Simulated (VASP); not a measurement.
# Si2Sn (R3m) in VASP: single point with PBE

Aim: the single point of Si2Sn with PBE.

Program: VASP 6.6.1. These are calculated values, not measurements. Logs are shortened: lines on timing, memory, paths and dates and some standing lists are left out, and cuts for length are marked.

## 1. The cell of the first run

The typed cell holds 3 atoms: a = 3.945 Å, b = 3.945 Å, c = 3.945 Å, α = 80.09°, β = 80.09°, γ = 80.09°.

The cell was built from a structure type or drawn by symmetry, and may not be a known phase.

## 2. Single point, PBE

INCAR reads:

```
  PREC = Accurate
  ENCUT = 500
  EDIFF = 1E-6
  ISMEAR = 0
  SIGMA = 0.2
  LREAL = F
  LASPH = T
  NELM = 120
  ALGO = Normal
  ISIF = 2
  LWAVE = F
  LCHARG = F
  GGA = PE
  NBANDS = 18
  GGA_COMPAT = F
```

KPOINTS reads:

```
Automatic mesh
0
Gamma
  5 5 5
```

POSCAR reads:

```
Si2Sn
1.0
    2.5380497981      1.4653437354      2.6405720539
   -2.5380497981      1.4653437354      2.6405720539
    0.0000000000     -2.9306874670      2.6405720561
Si Sn
2 1
Direct
    0.6239425670      0.6239425670      0.6239425670
    0.3199799568      0.3199799568      0.3199799568
    0.9720586962      0.9720586962      0.9720586962
```

Potentials or basis: VASP PAW PBE potentials, release 64 (Si, Sn_d).

On the command line:

```console
cat potpaw_PBE.64/Si/POTCAR potpaw_PBE.64/Sn_d/POTCAR > POTCAR
mpirun -np 1 vasp_std > vasp.out
```

OUTCAR:

```text
PREC = Accurate
   ENCUT = 500
   EDIFF = 1E-6
   ISMEAR = 0
   LREAL = F
   LASPH = T
   NELM = 120
   ISIF = 2
   GGA = PE

 ion  position               nearest neighbor table
   1  0.624  0.624  0.624-   2 2.41   3 2.76   3 2.93   3 2.93   3 2.93   2 2.94   2 2.94   2 2.94

   2  0.320  0.320  0.320-   1 2.41   3 2.76   3 2.93   3 2.93   3 2.93   1 2.94   1 2.94   1 2.94

   3  0.972  0.972  0.972-   2 2.76   1 2.76   2 2.93   2 2.93   2 2.93   1 2.93   1 2.93   1 2.93

  LATTYP: Found a trigonal (rhomboedric) cell.
 ALAT       =     3.9448130263
 COS(alpha) =     0.1721008697

  Lattice vectors:

 A1 = (   2.5380497981,   1.4653437354,   2.6405720539)
 A2 = (  -2.5380497981,   1.4653437354,   2.6405720539)
 A3 = (   0.0000000000,  -2.9306874670,   2.6405720561)

Analysis of symmetry for initial positions (statically):
=====================================================================
 Subroutine PRICEL returns:
 Original cell was already a primitive cell.

 Routine SETGRP: Setting up the symmetry group for a
 trigonal (rhombohedral) supercell.

 Subroutine GETGRP returns: Found  6 space group operations
 (whereof  6 operations were pure point group operations)
 out of a pool of 12 trial point group operations.

The static configuration has the point symmetry C_3v.

Analysis of symmetry for dynamics (positions and initial velocities):
=====================================================================
 Subroutine PRICEL returns:
 Original cell was already a primitive cell.

 Routine SETGRP: Setting up the symmetry group for a
 trigonal (rhombohedral) supercell.

 Subroutine GETGRP returns: Found  6 space group operations
 (whereof  6 operations were pure point group operations)
 out of a pool of 12 trial point group operations.

The dynamic configuration has the point symmetry C_3v.

 Subroutine INISYM returns: Found  6 space group operations
 (whereof  6 operations are pure point group operations),
 and found     1 'primitive' translations

----------------------------------------------------------------------------------------

                                     Primitive cell

  volume of cell :      58.9236

  direct lattice vectors                    reciprocal lattice vectors
     2.538049798  1.465343735  2.640572054     0.197001651  0.113738956  0.126235273
    -2.538049798  1.465343735  2.640572054    -0.197001651  0.113738956  0.126235273
     0.000000000 -2.930687467  2.640572056     0.000000000 -0.227477912  0.126235273

  length of vectors
     3.944813026  3.944813026  3.944813026     0.260156769  0.260156769  0.260156769

  position of ions in fractional coordinates (direct lattice)
     0.623942567  0.623942567  0.623942567
     0.319979957  0.319979957  0.319979957
     0.972058696  0.972058696  0.972058696

  ion indices of the primitive-cell ions
   primitive index   ion index
                 1           1
                 2           2
                 3           3

----------------------------------------------------------------------------------------

 KPOINTS: Automatic mesh

Automatic generation of k-mesh.
 Grid dimensions read from file:
 generate k-points for:    5    5    5

 Generating k-lattice:

  Cartesian coordinates                     Fractional coordinates (reciprocal lattice)
     0.039400330  0.022747791  0.025247055     0.200000000  0.000000000  0.000000000
    -0.039400330  0.022747791  0.025247055     0.000000000  0.200000000  0.000000000
     0.000000000 -0.045495582  0.025247055    -0.000000000 -0.000000000  0.200000000

  Length of vectors
     0.052031354  0.052031354  0.052031354

  Shift w.r.t. Gamma in fractional coordinates (k-lattice)
     0.000000000  0.000000000  0.000000000

 Subroutine IBZKPT returns following result:
 ===========================================

 Found     19 irreducible k-points:

 Following reciprocal coordinates:
            Coordinates               Weight
  0.000000  0.000000  0.000000      1.000000
  0.200000  0.000000  0.000000      6.000000
  0.400000  0.000000  0.000000      6.000000
  0.200000  0.200000  0.000000      6.000000
  0.400000  0.200000  0.000000     12.000000
 -0.400000  0.200000 -0.000000     12.000000
[... 11 lines left out ...]
  0.400000  0.400000  0.400000      2.000000
 -0.400000  0.400000  0.400000      6.000000
   k-points           NKPTS =     19   k-points in BZ     NKDIM =     19   number of bands    NBANDS=     18
   number of dos      NEDOS =    301   number of ions     NIONS =      3
   total plane-waves  NPLWV =  27000
   dimension x,y,z NGX =    30 NGY =   30 NGZ =   30
   dimension x,y,z NGXF=    60 NGYF=   60 NGZF=   60
   ions per type =               2   1
   NGX,Y,Z   is equivalent  to a cutoff of  12.64, 12.64, 12.64 a.u.
   NGXF,Y,Z  is equivalent  to a cutoff of  25.29, 25.29, 25.29 a.u.
 SYSTEM =  unknown system
   PREC   = accura    normal or accurate (medium, high low for compatibility)
   ISTART =      0    job   : 0-new  1-cont  2-samecut
   ICHARG =      2    charge: 1-file 2-atom 10-const
   ISPIN  =      1    spin polarized calculation?
   LNONCOLLINEAR =      F non collinear calculations
   LSORBIT =      F    spin-orbit coupling
   LASPH  =      T    aspherical Exc in radial PAW
   ENCUT  =  500.0 eV  36.75 Ry    6.06 a.u.   7.19  7.19  7.19*2*pi/ulx,y,z
   NELM   =    120;   NELMIN=  2; NELMDL= -5     # of ELM steps
   EDIFF  = 0.1E-05   stopping-criterion for ELM
   LREAL  =      F    real-space projection
   EDIFFG = 0.1E-04   stopping-criterion for IOM
   NSW    =      0    number of steps for IOM
   IBRION =     -1    ionic relax: 0-MD 1-quasi-New 2-CG
   NFREE  =      0    steps in history (QN), initial steepest desc. (CG)
   ISIF   =      2    stress and relaxation
   ISYM   =      2    0-nonsym 1-usesym 2-fastsym
   POTIM  = 0.5000    time-step for ionic-motion
   TEBEG  =    0.0;   TEEND  =   0.0 temperature during run
   PSTRESS=    0.0 pullay stress
   NELECT =      22.0000    total number of electrons
   NUPDOWN=      -1.0000    fix difference up-down
   EMIN   =  10.00;   EMAX   =-10.00  energy-range for DOS
   EFERMI =   0.00;   METHOD = LEGACY
   ISMEAR =     0;   SIGMA  =   0.20  broadening in eV -4-tet -1-fermi 0-gaus
   EFERMI_NEDOS =   21; number of points for ismear=-14 and -15
   IALGO  =     38    algorithm
   IMIX   =      4    mixing-type and parameters
     AMIX     =   0.40;   BMIX     =  1.00
     AMIX_MAG =   1.60;   BMIX_MAG =  1.00
  volume/ion in A,a.u.               =      19.64       132.55
  Fermi-wavevector in a.u.,A,eV,Ry     =   1.178834  2.227674 18.907339  1.389650
  Thomas-Fermi vector in A             =   2.315156
   LORBIT       =      0    0 simple, 1 ext, 2 COOP (PROOUT), +10 PAW based schemes
   GGA     = PE    functional components
   LHFCALC =     F    Hartree Fock is set to
   AEXX    =    0.0000 exact exchange contribution
   IVDW    =     0    specifies the selected vdW correction
   LEPSILON=     F    determine dielectric tensor
   LRPA    =     F    only Hartree local field effects (RPA)
 non-spin polarized calculation
 Gauss-broadening in eV      SIGMA  =   0.20
  energy-cutoff  :      500.00
  volume of cell :       58.92
 maximum number of plane-waves:      1537
 NGX is ok and might be reduce to    30
   NGX = 15   NGY = 15   NGZ = 15

 number of electron      21.9999996 magnetization

 Free energy of the ion-electron system (eV)
  ---------------------------------------------------
  ext. energy  EPLUGINS =         0.00000000
  ---------------------------------------------------
  free energy    TOTEN  =       -13.51308543 eV

  energy without entropy =      -13.49753054  energy(sigma->0) =      -13.50530798

 E-fermi :   8.3377     XC(G=0): -10.5932

 val. band max:        8.2878319055   @ k =  -0.4000   0.4000   0.4000
 cond. band min:       8.6098425157   @ k =  -0.4000   0.2000  -0.0000
 fundamental gap:      0.3220106102
 Fermi energy:         8.3376766246

 k-point     1 :       0.0000    0.0000    0.0000
  band No.  band energies     occupation
      1     -13.0552      2.00000
      2     -13.0552      2.00000
      3     -13.0485      2.00000
      4     -13.0239      2.00000
      5     -13.0239      2.00000
      6      -4.0631      2.00000
[... 10 lines left out ...]
     17      15.8812      0.00000
     18      15.8841      0.00000

 k-point     2 :       0.2000    0.0000    0.0000
  band No.  band energies     occupation
      1     -13.0540      2.00000
      2     -13.0537      2.00000
      3     -13.0450      2.00000
      4     -13.0273      2.00000
      5     -13.0217      2.00000
      6      -3.6633      2.00000
[... 10 lines left out ...]
     17      14.7741      0.00000
     18      14.8436      0.00000

 k-point     3 :       0.4000    0.0000    0.0000
  band No.  band energies     occupation
      1     -13.0607      2.00000
      2     -13.0521      2.00000
      3     -13.0360      2.00000
      4     -13.0329      2.00000
      5     -13.0119      2.00000
      6      -2.4739      2.00000
[... 10 lines left out ...]
     17      13.5572      0.00000
     18      14.4505      0.00000

 k-point     4 :       0.2000    0.2000    0.0000
  band No.  band energies     occupation
      1     -13.0589      2.00000
      2     -13.0478      2.00000
      3     -13.0427      2.00000
      4     -13.0286      2.00000
      5     -13.0205      2.00000
      6      -3.3808      2.00000
[... 270 lines left out ...]
      4     -13.0192      2.00000
      5     -12.9995      2.00000
      6      -0.5348      2.00000
[... 10 lines left out ...]
     17      15.5228      0.00000
     18      17.1084      0.00000

 k-point    18 :       0.4000    0.4000    0.4000
  band No.  band energies     occupation
      1     -13.0817      2.00000
      2     -13.0503      2.00000
      3     -13.0503      2.00000
      4     -13.0000      2.00000
      5     -13.0000      2.00000
      6      -0.7520      2.00000
[... 10 lines left out ...]
     17      18.7887      0.00000
     18      19.1251      0.00000

 k-point    19 :      -0.4000    0.4000    0.4000
  band No.  band energies     occupation
      1     -13.0807      2.00000
      2     -13.0509      2.00000
      3     -13.0490      2.00000
      4     -13.0003      2.00000
      5     -12.9999      2.00000
      6       0.4901      2.00000
[... 10 lines left out ...]
     17      17.0513      0.00000
     18      18.3278      0.00000

------------------------ aborting loop because EDIFF is reached ----------------------------------------

  FORCE on cell =-STRESS in cart. coord.  units (eV):
  Direction    XX          YY          ZZ          XY          YZ          ZX
  --------------------------------------------------------------------------------------
  -------------------------------------------------------------------------------------
  Total        0.0038546      0.0038546     -0.0287744      0.0000000     -0.0000000      0.0000000
  in kB        0.1048096      0.1048096     -0.7823977      0.0000000     -0.0000000      0.0000000
  external PRESSURE =      -0.1909262 kB  Pullay stress =       0.0000000 kB

 VOLUME and BASIS-vectors are now :
 -----------------------------------------------------------------------------
  energy-cutoff  :      500.00
  volume of cell :       58.92
      direct lattice vectors                 reciprocal lattice vectors
     2.538049798  1.465343735  2.640572054     0.197001651  0.113738956  0.126235273
    -2.538049798  1.465343735  2.640572054    -0.197001651  0.113738956  0.126235273
     0.000000000 -2.930687467  2.640572056     0.000000000 -0.227477912  0.126235273

 POSITION                                       TOTAL-FORCE (eV/Angst)
 -----------------------------------------------------------------------------------
      0.00000      0.00000      4.94270         0.000000     -0.000000     -0.011819
      0.00000      0.00000      2.53479         0.000000      0.000000      0.014873
      0.00000      0.00000      7.70037         0.000000     -0.000000     -0.003054
 -----------------------------------------------------------------------------------
    total drift:                                0.000000     -0.000000      0.000331

  FREE ENERGIE OF THE ION-ELECTRON SYSTEM (eV)
  ---------------------------------------------------
  free  energy   TOTEN  =       -13.5130854314 eV

  energy  without entropy=      -13.4975305367  energy(sigma->0) =      -13.50530798
```

Run time: 11 s. Hardware: 1 thread of AMD EPYC 9R45 (Zen 5), shared host; peak memory 0.14 GiB.

What came out:

* Free energy: -13.5131 eV
* Pressure: 0.0 GPa
* Largest force: 0.015 eV/Å
* Band gap on the k mesh: zero (bands 11 and 12 overlap by 4.01 eV)

Forces on the atoms (eV/Å):
```
Si   0.000  0.000 -0.012
Si   0.000  0.000  0.015
Sn   0.000  0.000 -0.003
```

Caveat: spin-orbit coupling is left out, which moves the levels of the heavy elements.
